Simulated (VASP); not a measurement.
Input of a VASP 6.6.1 run:

INCAR

```
ALGO = Normal
EDIFF = 1E-7
ENCUT = 520
GGA = PE
ISIF = 2
ISMEAR = -1
LASPH = True
LCHARG = False
LREAL = Auto
LWAVE = False
NBANDS = 169
NELECT = 296.0
NELM = 100
PREC = Accurate
SIGMA = 0.01
```

Contents of KPOINTS:

```
Automatic mesh
0
Gamma
  1 1 1
  0.25 0.25 0.25
```

POSCAR

```
Cd16S16O
1.0
    8.3277842500     -0.0000000600      0.0000000000
   -4.1638920700      7.2120727400      0.0000000000
    0.0000000000      0.0000000000     13.5350132800
Cd S O
16 16 1
Direct
    0.3300194763      0.1584635768      0.2485674870
    0.1727549304      0.3531098031     -0.0040542625
    0.3177415593      0.1395680782      0.7525681094
    0.1663894185      0.3387193109      0.4943481043
    0.3285652300      0.6724586598      0.2391978124
    0.1220838720      0.8767345450     -0.0411775891
    0.3419528438      0.6582377650      0.7501483997
    0.1656090891      0.8347093084      0.4894504160
    0.8398560813      0.1601471858      0.2523928669
    0.6772088672      0.3221609920      0.0188424204
    0.8813934079      0.1189382902      0.7611809056
    0.6649269189      0.3348540273      0.5206840132
    0.8427767005      0.6704477844      0.2484635807
    0.6468392016      0.8275768433     -0.0041273546
    0.8597580614      0.6824121537      0.7525975092
    0.6603812186      0.8321862676      0.4939951119
    0.3407416721      0.1726918103      0.4376870539
    0.1683464799      0.3350095703      0.1886009363
    0.3644986049      0.2092885114      0.9494736100
    0.1856655008      0.3396847335      0.6786144502
    0.3330065611      0.6660276267      0.4269867018
    0.1634148172      0.8379984802      0.1776881440
    0.3143844211      0.6856781028      0.9376788896
    0.1847505044      0.8144087967      0.6714111530
    0.8307473885      0.1680400474      0.4400563488
    0.6700650925      0.3306384842      0.2041740929
    0.8357073961      0.1648228045      0.9473729488
    0.6775513557      0.3232966315      0.7038377679
    0.8279109633      0.6591816722      0.4375276067
    0.6659793504      0.8317836510      0.1884557578
    0.7895222285      0.6348859719      0.9491713207
    0.6604465553      0.8150596471      0.6783656494
    0.0294409806     -0.0293236020     -0.1805522762
```

Potentials or basis: VASP PAW PBE potentials, release 64 (Cd, S, O).

The run is started by

```bash
$ cat potpaw_PBE.64/Cd/POTCAR potpaw_PBE.64/S/POTCAR potpaw_PBE.64/O/POTCAR > POTCAR
$ mpirun -np 1 vasp_std > vasp.out
```

Estimate the largest force.

0.201 eV/Å.

Forces in eV/Å, atoms in the order of the input:
```
Cd  -0.091  0.065  0.002
Cd   0.087 -0.068  0.002
Cd   0.009  0.073 -0.023
Cd   0.084 -0.051 -0.005
Cd  -0.088  0.053 -0.001
Cd   0.088 -0.042 -0.019
Cd  -0.060  0.039  0.031
Cd   0.084 -0.042 -0.004
Cd  -0.082  0.050 -0.006
Cd   0.050 -0.021 -0.033
Cd  -0.112  0.068  0.041
Cd   0.071 -0.036 -0.010
Cd  -0.093  0.053  0.002
Cd   0.106 -0.031  0.000
Cd  -0.057 -0.038 -0.029
Cd   0.091 -0.050 -0.002
S   -0.057  0.008 -0.013
S    0.076 -0.056  0.007
S   -0.054 -0.062  0.017
S    0.056 -0.041  0.005
S   -0.069  0.045 -0.016
S    0.032 -0.029 -0.097
S   -0.176  0.096 -0.006
S    0.070 -0.031 -0.071
S   -0.082  0.057  0.029
S    0.076 -0.053  0.015
S   -0.076  0.034  0.037
S    0.053 -0.050  0.033
S   -0.054  0.039 -0.007
S    0.072 -0.034  0.014
S    0.031  0.071  0.030
S    0.059 -0.032  0.010
O   -0.043  0.019  0.064
```

Caveat: the cell carries a net charge on a neutralising background, which shifts energy and pressure.
